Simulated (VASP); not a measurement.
A run of VASP 6.6.1 is set up as follows.

File INCAR:

```
SYSTEM = MoS2
PREC = Accurate
ENCUT = 600
EDIFF = 1E-6
ISMEAR = 0
SIGMA = 0.02
LREAL = .FALSE.
LASPH = .TRUE.
NELM = 100
ALGO = Normal
ISIF = 3
LWAVE = .FALSE.
LCHARG = .FALSE.
GGA = PE
IBRION = 2
NSW = 100
EDIFFG = -0.005
```

The input KPOINTS:

```
regular mesh
0
G
  12 12 2
  0 0 0
```

POSCAR

```
MoS2
1.0
    3.1922379100      0.0000000000      0.0000000000
   -1.5961189600      2.7645591300      0.0000000000
    0.0000000000      0.0000000000     13.3782940000
Mo S
2 4
Direct
    0.6666666700      0.3333333300      0.2500000000
    0.3333333300      0.6666666700      0.7500000000
    0.6666666700      0.3333333300      0.6330820000
    0.3333333300      0.6666666700      0.3669180000
    0.6666666700      0.3333333300      0.8669180000
    0.3333333300      0.6666666700      0.1330820000
```

Potentials or basis: VASP PAW PBE potentials, release 64 (Mo_sv, S).

Command:

```bash
$ cat potpaw_PBE.64/Mo_sv/POTCAR potpaw_PBE.64/S/POTCAR > POTCAR
$ mpirun -np 1 vasp_std > vasp.out
```

What does it give for the relaxed volume?

20.85 Å³/atom.

Predict the space group after relaxing (to 0.05 Å).

P6_3/mmc (No. 194).

What does it give for the relaxed cell?

a = 3.185 Å, b = 3.185 Å, c = 14.242 Å, α = 90.00°, β = 90.00°, γ = 120.00°.

Final structure:
```yaml
crystal:
  lattice:
    - [3.18464, 0.00000, 0.00000]
    - [-1.59232, 2.75798, 0.00000]
    - [0.00000, 0.00000, 14.24159]
  atoms:
    - { symbol: Mo, position: [0.66667, 0.33333, 0.25000] }
    - { symbol: Mo, position: [0.33333, 0.66667, 0.75000] }
    - { symbol: S, position: [0.66667, 0.33333, 0.64033] }
    - { symbol: S, position: [0.33333, 0.66667, 0.35967] }
    - { symbol: S, position: [0.66667, 0.33333, 0.85967] }
    - { symbol: S, position: [0.33333, 0.66667, 0.14033] }
```

Caveat: this functional lacks dispersion, which binds the layers, so the pressure and a relaxed spacing across them are unreliable.
